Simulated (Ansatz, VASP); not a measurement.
# HfN in VASP and in Ansatz

```
CELL_PARAMETERS angstrom
3.07717 0.00000 0.00000
-1.53859 2.66491 0.00000
0.00000 0.00000 5.31871
ATOMIC_POSITIONS crystal
Hf 0.66667 0.33333 0.75000
Hf 0.33333 0.66667 0.25000
N 0.00000 0.00000 0.00000
N 0.00000 0.00000 0.50000
```

Alike in both runs: task single point; functional LDA; k mesh 8 × 8 × 4; occupations fermi-dirac, width 0.05 eV; no spin polarisation.

```csv
,VASP,Ansatz
version,VASP 6.6.1,Ansatz 0.2.0
potentials or method,"VASP PAW LDA potentials, release 64 (Hf_pv, N), cutoff 520 eV","plane waves, PAW"
valence electrons in the cell,30,62
```

|  | VASP | Ansatz | Ansatz less VASP |
| --- | --- | --- | --- |
| pressure (GPa) | 6.2 | 7.2 | +1.01 |
| traceless stress, the component that is largest in VASP (GPa) | 0.21 | 0.20 | -0.013 |

LDA's correlation is that of Perdew and Zunger in VASP and of Perdew and Wang (1992) in Ansatz. VASP's potentials hold 30 valence electrons a cell and Ansatz's 62, so a difference there can come from the potentials and not from the codes.

Spin-orbit coupling is off throughout.
